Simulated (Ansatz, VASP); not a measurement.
# Te2Mo: VASP beside Ansatz

```
Te Mo
1.0
     3.31055    0.00000    0.00000
    -1.65528    2.86702    0.00000
     0.00000    0.00000   16.73142
Te Mo
2 1
Direct
  0.33333 0.66667 0.88887
  0.33333 0.66667 0.11113
  0.00000 0.00000 0.00000
```

Alike in both runs: task single point; functional LDA; k mesh 12 × 12 × 2; occupations gaussian, width 0.02 eV; no spin polarisation.

```csv
,VASP,Ansatz
version,VASP 6.6.1,Ansatz 0.2.0
potentials or method,"VASP PAW LDA potentials, release 64 (Te, Mo_sv), cutoff 520 eV","scalar-relativistic, plane waves, PAW"
valence electrons in the cell,26,46
```

Ansatz gave:

| Quantity | Value |
| --- | --- |
| gap on the k mesh at the Fermi level (eV) | 0.83 |
| least direct gap on the mesh (eV) | 1.36 |
| rms of the force components (eV/Å) | 0.000 |

Question: Which values does VASP return?

Answer: gap on the k mesh at the Fermi level (eV): 0.82; least direct gap on the mesh (eV): 1.36; rms of the force components (eV/Å): 0.028.

LDA's correlation is that of Perdew and Zunger in VASP and of Perdew and Wang (1992) in Ansatz. Atom by atom the forces differ by 0.028 eV/Å (rms over components). VASP's potentials hold 26 valence electrons a cell and Ansatz's 46, so a difference there can come from the potentials and not from the codes.

Spin-orbit coupling is off throughout.
